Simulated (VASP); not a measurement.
## Rb: electric field gradients with PBEsol

The system is Rb.

```
Rb
1.0
    -2.80600    2.80600    2.80600
     2.80600   -2.80600    2.80600
     2.80600    2.80600   -2.80600
Rb
1
Direct
  0.00000 0.00000 0.00000
```

```
Program                : VASP 6.6.1
Task                   : electric field gradients
Functional             : PBEsol
Potentials or basis    : VASP PAW PBE potentials, release 64 (Rb_sv)
Cutoff                 : 520 eV
k mesh                 : 8 × 8 × 8
Occupations            : fermi-dirac, width 0.05 eV
Spin                   : no spin polarisation
Dipole correction      : no
Further INCAR settings : ALGO = Normal; EDIFF = 1e-08; NBANDS = 10
```

- Pressure: -0.1 GPa
- Band gap on the k mesh: zero (an odd number of electrons rules out a gap without spin polarisation)
- Largest electric field gradient by atom: under 0.05 V/Å² on every atom

Levels at points of the mesh, in eV from the Fermi level:
```tsv
k point	band 1	band 2	band 3	band 4	band 5	band 6	band 7	band 8
(0.00, 0.00, 0.00)	-28.86	-12.90	-12.90	-12.90	-2.03	3.69	3.69	3.69
(0.50, 0.00, 0.00)	-28.86	-13.01	-12.94	-12.90	0.21	0.78	2.57	4.30
(0.50, 0.50, 0.50)	-28.85	-12.98	-12.98	-12.98	1.23	1.23	3.30	3.30
```

It took 65 s on 1 thread of Intel Xeon 8259CL (shared host), peak memory 0.2 GiB.

Caveat: the PAW data sets were made with another functional, which shifts forces and pressure a little.
